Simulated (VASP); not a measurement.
# PtS2 in VASP: a series of runs

PtS2 is run at these levels: PBE+D3(BJ); tasks: single point.

Program: VASP 6.6.1. These are calculated values, not measurements. Logs are shortened: lines on timing, memory, paths and dates and some standing lists are left out, and cuts for length are marked.

## 1. The cell of the first run

The cell holds a slab with vacuum, 6 atoms: a = 3.542 Å, b = 3.542 Å, c = 22.467 Å, α = 90.00°, β = 90.00°, γ = 120.00°.

## 2. Single point, PBE+D3(BJ)

INCAR reads:

```
PREC = Accurate
ENCUT = 520
EDIFF = 1E-6
ISMEAR = 0
SIGMA = 0.05
LREAL = F
LASPH = T
NELM = 80
ALGO = Normal
ISIF = 2
LWAVE = F
LCHARG = F
LDIPOL = T
IDIPOL = 3
DIPOL = 0.5 0.5 0.396
GGA = PE
IVDW = 12
NBANDS = 31
```

KPOINTS reads:

```
Automatic mesh
0
Gamma
  9 9 1
```

POSCAR reads:

```
PtS2
1.0
    3.5415277692      0.0000000000      0.0000000000
   -1.7707638846      3.0670530163      0.0000000000
    0.0000000000      0.0000000000     22.4670602589
S Pt
4 2
Direct
    0.6666666667      0.3333333333      0.2002932270
    0.3333333333      0.6666666667      0.3108341745
    0.3333333333      0.6666666667      0.4817510615
    0.0000000000      1.0000000000      0.5922920091
    0.0000000000      0.0000000000      0.2555637007
   -0.3333333333      0.3333333333      0.5370215353
```

Potentials or basis: VASP PAW PBE potentials, release 64 (S, Pt).

Started as:

```
$ cat potpaw_PBE.64/S/POTCAR potpaw_PBE.64/Pt/POTCAR > POTCAR
$ mpirun -np 1 vasp_std > vasp.out
```

OUTCAR:

```text
PREC = Accurate
   ENCUT = 520
   EDIFF = 1E-6
   ISMEAR = 0
   LREAL = F
   LASPH = T
   NELM = 80
   ISIF = 2
   GGA = PE
   IVDW = 12
 IVDW          = 12

 ion  position               nearest neighbor table
   1  0.667  0.333  0.200-   5 2.39   5 2.39   5 2.39
   2  0.333  0.667  0.311-   5 2.39   5 2.39   5 2.39
   3  0.333  0.667  0.482-   6 2.39   6 2.39   6 2.39
   4  0.000  0.000  0.592-   6 2.39   6 2.39   6 2.39
   5  0.000  0.000  0.256-   1 2.39   1 2.39   1 2.39   2 2.39   2 2.39   2 2.39
   6  0.667  0.333  0.537-   3 2.39   4 2.39   3 2.39   4 2.39   4 2.39   3 2.39

  LATTYP: Found a hexagonal cell.
 ALAT       =     3.5415277692
 C/A-ratio  =     6.3438893390

  Lattice vectors:

 A1 = (   3.5415277692,   0.0000000000,   0.0000000000)
 A2 = (  -1.7707638846,   3.0670530163,   0.0000000000)
 A3 = (   0.0000000000,   0.0000000000,  22.4670602589)

Analysis of symmetry for initial positions (statically):
=====================================================================
 Subroutine PRICEL returns:
 Original cell was already a primitive cell.

 Routine SETGRP: Setting up the symmetry group for a
 hexagonal supercell.

 Subroutine GETGRP returns: Found 12 space group operations
 (whereof  6 operations were pure point group operations)
 out of a pool of 24 trial point group operations.

The static configuration has the point symmetry C_3v.
 The point group associated with its full space group is D_3d.

Analysis of symmetry for dynamics (positions and initial velocities):
=====================================================================
 Subroutine PRICEL returns:
 Original cell was already a primitive cell.

 Routine SETGRP: Setting up the symmetry group for a
 hexagonal supercell.

 Subroutine GETGRP returns: Found 12 space group operations
 (whereof  6 operations were pure point group operations)
 out of a pool of 24 trial point group operations.

The dynamic configuration has the point symmetry C_3v.
 The point group associated with its full space group is D_3d.

 Subroutine INISYM returns: Found 12 space group operations
 (whereof  6 operations are pure point group operations),
 and found     1 'primitive' translations

----------------------------------------------------------------------------------------

                                     Primitive cell

  volume of cell :     244.0384

  direct lattice vectors                    reciprocal lattice vectors
     3.541527769  0.000000000  0.000000000     0.282364015  0.163022940  0.000000000
    -1.770763885  3.067053016  0.000000000     0.000000000  0.326045880  0.000000000
     0.000000000  0.000000000 22.467060259     0.000000000  0.000000000  0.044509606

  length of vectors
     3.541527769  3.541527769 22.467060259     0.326045880  0.326045880  0.044509606

  position of ions in fractional coordinates (direct lattice)
     0.666666667  0.333333333  0.200293227
     0.333333333  0.666666667  0.310834175
     0.333333333  0.666666667  0.481751061
     0.000000000  0.000000000  0.592292009
     0.000000000  0.000000000  0.255563701
     0.666666667  0.333333333  0.537021535

  ion indices of the primitive-cell ions
   primitive index   ion index
                 1           1
                 2           2
                 3           3
                 4           4
                 5           5
                 6           6

----------------------------------------------------------------------------------------

 KPOINTS: Automatic mesh

Automatic generation of k-mesh.
 Grid dimensions read from file:
 generate k-points for:    9    9    1

 Generating k-lattice:

  Cartesian coordinates                     Fractional coordinates (reciprocal lattice)
     0.031373779  0.018113660  0.000000000     0.111111111  0.000000000  0.000000000
     0.000000000  0.036227320  0.000000000     0.000000000  0.111111111  0.000000000
     0.000000000  0.000000000  0.044509606     0.000000000  0.000000000  1.000000000

  Length of vectors
     0.036227320  0.036227320  0.044509606

  Shift w.r.t. Gamma in fractional coordinates (k-lattice)
     0.000000000  0.000000000  0.000000000

 Subroutine IBZKPT returns following result:
 ===========================================

 Found     12 irreducible k-points:

 Following reciprocal coordinates:
            Coordinates               Weight
  0.000000  0.000000  0.000000      1.000000
  0.111111 -0.000000  0.000000      6.000000
  0.222222 -0.000000  0.000000      6.000000
  0.333333 -0.000000  0.000000      6.000000
  0.444444 -0.000000  0.000000      6.000000
  0.111111  0.111111  0.000000      6.000000
  0.222222  0.111111  0.000000     12.000000
  0.333333  0.111111  0.000000     12.000000
  0.444444  0.111111  0.000000      6.000000
  0.222222  0.222222  0.000000      6.000000
  0.333333  0.222222  0.000000     12.000000
  0.333333  0.333333  0.000000      2.000000
   k-points           NKPTS =     12   k-points in BZ     NKDIM =     12   number of bands    NBANDS=     31
   number of dos      NEDOS =    301   number of ions     NIONS =      6
   total plane-waves  NPLWV = 131712
   dimension x,y,z NGX =    28 NGY =   28 NGZ =  168
   dimension x,y,z NGXF=    56 NGYF=   56 NGZF=  336
   ions per type =               4   2
   NGX,Y,Z   is equivalent  to a cutoff of  13.14, 13.14, 12.43 a.u.
   NGXF,Y,Z  is equivalent  to a cutoff of  26.29, 26.29, 24.86 a.u.
 SYSTEM =  unknown system
   PREC   = accura    normal or accurate (medium, high low for compatibility)
   ISTART =      0    job   : 0-new  1-cont  2-samecut
   ICHARG =      2    charge: 1-file 2-atom 10-const
   ISPIN  =      1    spin polarized calculation?
   LNONCOLLINEAR =      F non collinear calculations
   LSORBIT =      F    spin-orbit coupling
   LASPH  =      T    aspherical Exc in radial PAW
   ENCUT  =  520.0 eV  38.22 Ry    6.18 a.u.   6.58  6.58 41.77*2*pi/ulx,y,z
   NELM   =     80;   NELMIN=  2; NELMDL= -5     # of ELM steps
   EDIFF  = 0.1E-05   stopping-criterion for ELM
   LREAL  =      F    real-space projection
   EDIFFG = 0.1E-04   stopping-criterion for IOM
   NSW    =      0    number of steps for IOM
   IBRION =     -1    ionic relax: 0-MD 1-quasi-New 2-CG
   NFREE  =      0    steps in history (QN), initial steepest desc. (CG)
   ISIF   =      2    stress and relaxation
   ISYM   =      2    0-nonsym 1-usesym 2-fastsym
   POTIM  = 0.5000    time-step for ionic-motion
   TEBEG  =    0.0;   TEEND  =   0.0 temperature during run
   PSTRESS=    0.0 pullay stress
   NELECT =      44.0000    total number of electrons
   NUPDOWN=      -1.0000    fix difference up-down
   EMIN   =  10.00;   EMAX   =-10.00  energy-range for DOS
   EFERMI =   0.00;   METHOD = LEGACY
   ISMEAR =     0;   SIGMA  =   0.05  broadening in eV -4-tet -1-fermi 0-gaus
   EFERMI_NEDOS =   21; number of points for ismear=-14 and -15
   IALGO  =     38    algorithm
   IMIX   =      4    mixing-type and parameters
     AMIX     =   0.40;   BMIX     =  1.00
     AMIX_MAG =   1.60;   BMIX_MAG =  1.00
  volume/ion in A,a.u.               =      40.67       274.48
  Fermi-wavevector in a.u.,A,eV,Ry     =   0.924854  1.747720 11.637800  0.855354
  Thomas-Fermi vector in A             =   2.050645
   LORBIT       =      0    0 simple, 1 ext, 2 COOP (PROOUT), +10 PAW based schemes
   GGA     = PE    functional components
   LHFCALC =     F    Hartree Fock is set to
   AEXX    =    0.0000 exact exchange contribution
   IVDW    =    12    specifies the selected vdW correction
   LEPSILON=     F    determine dielectric tensor
   LRPA    =     F    only Hartree local field effects (RPA)
 non-spin polarized calculation
 Gauss-broadening in eV      SIGMA  =   0.05
  energy-cutoff  :      520.00
  volume of cell :      244.04
 maximum number of plane-waves:      6671
 NGX is ok and might be reduce to    28
   NGX = 13   NGY = 13   NGZ = 83

 number of electron      44.0000001 magnetization

 dipolmoment           0.000000      0.000000     -0.000003 electrons x Angstroem

 Free energy of the ion-electron system (eV)
  ---------------------------------------------------
  ext. energy  EPLUGINS =         0.00000000
  ---------------------------------------------------
  free energy    TOTEN  =       -30.89900420 eV

  energy without entropy =      -30.89900420  energy(sigma->0) =      -30.89900420

 E-fermi :  -0.4462     XC(G=0):  -5.5058

 val. band max:       -0.6871055265   @ k =   0.1111   0.1111   0.0000
 cond. band min:       0.8734932192   @ k =   0.2222  -0.0000   0.0000
 fundamental gap:      1.5605987457
 Fermi energy:        -0.4461708846

 k-point     1 :       0.0000    0.0000    0.0000
  band No.  band energies     occupation
      1     -14.8939      2.00000
      2     -14.8738      2.00000
      3     -12.7095      2.00000
      4     -12.6585      2.00000
      5      -6.3856      2.00000
      6      -6.3856      2.00000
[... 23 lines left out ...]
     30       5.4094      0.00000
     31       5.4827      0.00000

 k-point     2 :       0.1111   -0.0000    0.0000
  band No.  band energies     occupation
      1     -14.7398      2.00000
      2     -14.7193      2.00000
      3     -12.7397      2.00000
      4     -12.6922      2.00000
      5      -6.3855      2.00000
      6      -6.3662      2.00000
[... 23 lines left out ...]
     30       5.9259      0.00000
     31       6.0514      0.00000

 k-point     3 :       0.2222   -0.0000    0.0000
  band No.  band energies     occupation
      1     -14.3128      2.00000
      2     -14.2915      2.00000
      3     -12.8170      2.00000
      4     -12.7779      2.00000
      5      -6.3286      2.00000
      6      -6.2795      2.00000
[... 295 lines left out ...]
     30       7.5997      0.00000
     31       7.7845      0.00000

 k-point    12 :       0.3333    0.3333    0.0000
  band No.  band energies     occupation
      1     -12.9864      2.00000
      2     -12.9557      2.00000
      3     -12.9557      2.00000
      4     -12.9387      2.00000
      5      -6.2112      2.00000
      6      -6.2112      2.00000
[... 23 lines left out ...]
     30       7.9025      0.00000
     31       7.9582      0.00000

------------------------ aborting loop because EDIFF is reached ----------------------------------------

 vacuum level on the upper side and lower side of the slab       (xc-potential included)        -0.246        -0.247

 Edisp (eV)   -1.83205

 E8    (eV) :    -0.7606

  FORCE on cell =-STRESS in cart. coord.  units (eV):
  Direction    XX          YY          ZZ          XY          YZ          ZX
  --------------------------------------------------------------------------------------
  -------------------------------------------------------------------------------------
  Total      -0.45843    -0.45843    -0.63439     0.00000     0.00000    -0.00000
  in kB      -3.00970    -3.00970    -4.16495     0.00000     0.00000    -0.00000
  external pressure =       -3.39 kB  Pullay stress =        0.00 kB

 VOLUME and BASIS-vectors are now :
 -----------------------------------------------------------------------------
  energy-cutoff  :      520.00
  volume of cell :      244.04
      direct lattice vectors                 reciprocal lattice vectors
     3.541527769  0.000000000  0.000000000     0.282364015  0.163022940  0.000000000
    -1.770763885  3.067053016  0.000000000     0.000000000  0.326045880  0.000000000
     0.000000000  0.000000000 22.467060259     0.000000000  0.000000000  0.044509606

 POSITION                                       TOTAL-FORCE (eV/Angst)
 -----------------------------------------------------------------------------------
      1.77076      1.02235      4.50000         0.000000      0.000000      0.044264
     -0.00000      2.04470      6.98353         0.000000     -0.000000     -0.006543
     -0.00000      2.04470     10.82353        -0.000000     -0.000000      0.006543
      0.00000      0.00000     13.30706        -0.000000     -0.000000     -0.044264
      0.00000      0.00000      5.74177        -0.000000     -0.000000      0.036302
      1.77076      1.02235     12.06530         0.000000     -0.000000     -0.036302
 -----------------------------------------------------------------------------------
    total drift:                               -0.000000      0.000000     -0.000061

  FREE ENERGIE OF THE ION-ELECTRON SYSTEM (eV)
  ---------------------------------------------------
  free  energy   TOTEN  =       -32.7310571475 eV

  energy  without entropy=      -32.7310571475  energy(sigma->0) =      -32.73105715

 vacuum level on the upper side and lower side of the slab         5.257         5.255
```

Run time: 81 s. Hardware: 1 thread of AMD EPYC 9R45 (Zen 5), shared host; peak memory 0.35 GiB.

Results:

* Free energy: -32.7311 eV
* Largest force: 0.044 eV/Å
* Band gap on the k mesh: 1.56 eV, indirect (least direct gap 1.65 eV)
* Dispersion energy per atom: -0.305 eV

Forces on the atoms (eV/Å):
```
S    0.000  0.000  0.044
S    0.000  0.000 -0.007
S    0.000  0.000  0.007
S    0.000  0.000 -0.044
Pt   0.000  0.000  0.036
Pt   0.000  0.000 -0.036
```

Caveat: spin-orbit coupling is left out, which moves the levels of the heavy elements.

## 3. Single point, PBE+D3(BJ)

INCAR reads:

```
SYSTEM = PtS2
ALGO = Normal ; DIPOL = 0.5 0.5 0.396
EDIFF = 1E-7 ; ENCUT = 520
GGA = PE ; IDIPOL = 3
ISIF = 2 ; ISMEAR = 0
IVDW = 12 ; LASPH = .TRUE.
LCHARG = .FALSE. ; LDIPOL = .TRUE.
LREAL = .FALSE. ; LWAVE = .FALSE.
NBANDS = 31 ; NELM = 60
PREC = Accurate ; SIGMA = 0.05
```

KPOINTS reads:

```
k-points
0
G
  9 9 1
  0 0 0
```

POSCAR reads:

```
PtS2
1.0
    3.5415277692      0.0000000000      0.0000000000
   -1.7707638846      3.0670530163      0.0000000000
    0.0000000000      0.0000000000     22.4670602589
S Pt
4 2
Direct
    0.6666666667      0.3333333333      0.2002932270
    0.3333333333      0.6666666667      0.3108341745
    0.6666666667      1.3333333333      0.4817510615
    0.3333333333      1.6666666667      0.5922920091
    0.0000000000      0.0000000000      0.2555637007
    0.0000000000      1.0000000000      0.5370215353
```

Potentials or basis: VASP PAW PBE potentials, release 64 (S, Pt).

Started as:

```
$ cat potpaw_PBE.64/S/POTCAR potpaw_PBE.64/Pt/POTCAR > POTCAR
$ mpirun -np 1 vasp_std > vasp.out
```

Run time: 94 s. Hardware: 1 thread of AMD EPYC 9R45 (Zen 5), shared host; peak memory 0.36 GiB.

The run converged. Its results:

```
Free energy                : -32.7445 eV
Largest force              : 0.056 eV/Å
Band gap on the k mesh     : 1.62 eV, indirect (least direct gap 1.71 eV)
Dispersion energy per atom : -0.305 eV
```

Forces in eV/Å, atoms in the order of the input:
```
S    0.000  0.000  0.042
S    0.000  0.000  0.023
S    0.000  0.000 -0.023
S    0.000  0.000 -0.042
Pt   0.000  0.000  0.056
Pt   0.000  0.000 -0.056
```

Levels at points of the mesh, in eV from the valence-band top:
```csv
k point,band 19,band 20,band 21,band 22,band 23,band 24,band 25,band 26
"(0.00, 0.00, 0.00)",-0.36,-0.36,-0.35,-0.35,3.11,3.11,3.14,3.14
```

Caveat: spin-orbit coupling is left out, which moves the levels of the heavy elements.

(Continued in part 2 of 2.)
